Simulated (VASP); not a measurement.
Here is a VASP 6.6.1 calculation.

The input POSCAR:

```
Li2O
1.0
    2.2146740081      2.2146740081      0.0000000000
   -2.2146740081      2.2146740081      0.0000000000
    0.0000000000      2.2146740081      2.2146740081
Li O
2 1
Direct
    0.2500000000      0.7500000000      0.5000000000
    0.7500000000      0.2500000000      0.5000000000
    0.0000000000      0.0000000000      0.0000000000
```

File INCAR.step1:

```
SYSTEM = Li2O
  ALGO = Normal
  EDIFF = 1E-5
  ENCUT = 830
  GGA = PE
  GGA_COMPAT = .False.
  ISMEAR = 0
  LASPH = .True.
  LCHARG = .False.
  LREAL = .False.
  LWAVE = .True.
  NBANDS = 13
  NELM = 120
  PREC = Accurate
  SIGMA = 0.01
```

File INCAR.step2:

```
SYSTEM = Li2O
  ALGO = Normal
  EDIFF = 1E-6
  ENCUT = 830
  GGA_COMPAT = .False.
  ISIF = 2
  ISMEAR = 0
  ISTART = 1
  LASPH = .True.
  LCHARG = .False.
  LMIXTAU = .True.
  LREAL = .False.
  LWAVE = .False.
  METAGGA = R2SCAN
  NBANDS = 13
  NELM = 120
  PREC = Accurate
  SIGMA = 0.01
```

Contents of KPOINTS:

```
k-points
0
Gamma
  8 8 8
  0 0 0
```

Potentials or basis: VASP PAW PBE potentials, release 64 (Li_sv, O).

The run is started by

```sh
$ cat potpaw_PBE.64/Li_sv/POTCAR potpaw_PBE.64/O/POTCAR > POTCAR
$ cp INCAR.step1 INCAR
$ mpirun -np 1 vasp_std > vasp.out
$ cp INCAR.step2 INCAR
$ mpirun -np 1 vasp_std > vasp.out
```

Estimate the pressure.

11.1 GPa.

Predict the band gap on the k mesh.

5.92 eV (least direct gap 7.21 eV).

Caveat: the cell stands under pressure; the PAW data sets were made with another functional, which shifts forces and pressure a little. A k mesh can miss the band edges.
